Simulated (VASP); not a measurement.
A run of VASP 6.6.1:

Contents of INCAR:

```
  ALGO = Normal
  EDIFF = 1E-6
  ENCUT = 690
  GGA = PE
  GGA_COMPAT = False
  ISIF = 2
  ISMEAR = -1
  ISPIN = 2
  LASPH = True
  LCHARG = False
  LMAXMIX = 4
  LORBIT = 11
  LREAL = False
  LWAVE = False
  MAGMOM = 2 2 2 2 2 2
  NBANDS = 64
  NELM = 200
  PREC = Accurate
  SIGMA = 0.05
```

Contents of KPOINTS:

```
k-points
0
Gamma
  7 7 7
```

File POSCAR:

```
Co
1.0
    0.0000000000      3.2804735010      3.2804735010
    3.2804735010      0.0000000000      3.2804735010
    3.2804735010      3.2804735010      0.0000000000
Co
6
Direct
    0.1250000000      0.1250000000      0.1250000000
    0.6250000000      0.1250000000      0.1250000000
    0.1250000000      0.6250000000      0.1250000000
    0.1250000000      0.1250000000      0.6250000000
    0.5000000000      0.5000000000      0.5000000000
    0.7500000000      0.7500000000      0.7500000000
```

Potentials or basis: VASP PAW PBE potentials, release 64 (Co_sv).

Command:

```sh
$ cat potpaw_PBE.64/Co_sv/POTCAR > POTCAR
$ mpirun -np 1 vasp_std > vasp.out
```

Hardware: 1 thread of Intel(R) Xeon(R) Platinum 8175M CPU @ 2.50GHz (Skylake/Cascade Lake), on a shared host.

Question: Estimate the wall time of this run.

Answer: It took 8.5 min on 1 thread of Intel(R) Xeon(R) Platinum 8175M CPU @ 2.50GHz (Skylake/Cascade Lake), with other jobs on the host, peak memory 0.38 GiB. Counts: scf iterations 18, k points 20.
